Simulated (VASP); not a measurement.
MgO:

```
Mg O
1.0
     0.05614    2.09524    2.09524
     2.09524    0.05614    2.09524
     2.09524    2.09524    0.05614
Mg O
1 1
Direct
  0.00000 0.00000 0.00000
  0.50000 0.50000 0.50000
```

This cell differs from its parent crystal: epitaxial 111 strain -3.0%.

Base run:

```yaml
Program: VASP 6.6.1
Functional: r2SCAN
Potentials_or_basis: VASP PAW PBE potentials, release 64 (Mg, O)
Cutoff: 520 eV
k_mesh: 10 × 10 × 10
Occupations: gaussian, width 0.01 eV
Spin: no spin polarisation
```

Its results: band gap on the k mesh 6.05 eV, direct; pressure 8.3 GPa.

Q: The run is repeated on the same cell with these changes: functional from r2SCAN to PBE; k mesh from 10 × 10 × 10 to 6 × 6 × 6. What comes out?

A: Band gap on the k mesh 5.15 eV, direct; pressure 14.6 GPa.

Several settings changed at once, so the effect can't be laid on one alone.

Caveats: some runs use coarse meshes; the PAW data sets were made with another functional, which shifts forces and pressure a little (some runs).

